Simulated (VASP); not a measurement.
**LiCl: single point with PBE**

The system is LiCl.

```
Li Cl
1.0
     0.00000    2.57461    2.57461
     2.57461    0.00000    2.57461
     2.57461    2.57461    0.00000
Li Cl
1 1
Direct
  0.00000 0.00000 0.00000
  0.50000 0.50000 0.50000
```

The cell was generated, and may not be a known phase.

```
Program             : VASP 6.6.1
Task                : single point
Functional          : PBE
Potentials or basis : VASP PAW PBE potentials, release 64 (Li_sv, Cl)
Cutoff              : 520 eV
k mesh              : 8 × 8 × 8
Occupations         : gaussian, width 0.02 eV
Spin                : no spin polarisation
```

The band gap on the k mesh is 6.27 eV.

Levels at points of the mesh, in eV from the valence-band top:
| k point | band 3 | band 4 | band 5 | band 6 | band 7 | band 8 |
| --- | --- | --- | --- | --- | --- | --- |
| (0.00, 0.00, 0.00) | 0.00 | 0.00 | 0.00 | 6.27 | 11.93 | 11.93 |
| (0.50, 0.00, 0.00) | -2.76 | -0.25 | -0.25 | 6.75 | 9.49 | 9.49 |
| (0.50, 0.50, 0.00) | -2.84 | -1.08 | -1.08 | 7.86 | 8.31 | 12.34 |

Wall time 6 s on 1 thread of AMD EPYC 9R45 96-Core Processor (Zen 5), on a shared host, peak memory 0.12 GiB.

 A k mesh can miss the band edges.
